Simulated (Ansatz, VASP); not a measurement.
## One calculation of HfO2, two programs

```
Hf O
1.0
     5.11386    0.00000    0.00481
     0.00000    5.18141    0.00000
    -0.87469    0.00000    5.27450
Hf O
4 8
Direct
  0.27584 0.45791 0.70860
  0.72416 0.95791 0.79140
  0.72416 0.54209 0.29140
  0.27584 0.04209 0.20860
  0.44850 0.74284 0.97603
  0.55150 0.24284 0.52397
  0.55150 0.25716 0.02397
  0.44850 0.75716 0.47603
  0.06740 0.32761 0.35007
  0.93260 0.82761 0.14993
  0.93260 0.67239 0.64993
  0.06740 0.17239 0.85007
```

Change from the starting cell: uniaxial_z strain +1.0%.

Alike in both runs: task single point; functional PBE; k mesh 6 × 6 × 6; occupations fermi-dirac, width 0.02 eV; no spin polarisation.

|  | VASP | Ansatz |
| --- | --- | --- |
| version | VASP 6.6.1 | Ansatz 0.2.0 |
| potentials or method | VASP PAW PBE potentials, release 64 (Hf_pv, O) | plane waves, PAW |
| plane-wave cutoff (eV) | 520 | 420 |
| valence electrons in the cell | 88 | 152 |

```tsv
	VASP	Ansatz	Ansatz less VASP
gap on the k mesh at the Fermi level (eV)	4.06	4.11	+0.041
pressure (GPa)	0.5	3.7	+3.13
traceless stress, the component that is largest in VASP (GPa)	-1.13	-1.10	+0.026
rms of the force components (eV/Å)	0.013	0.040	+0.0267
```

Atom by atom the forces differ by 0.034 eV/Å (rms over components). With one functional, cell and mesh, what is left measures potentials, basis and numerics. VASP's potentials hold 88 valence electrons a cell and Ansatz's 152, so a difference there can come from the potentials and not from the codes.

Neither program's run includes spin-orbit coupling.
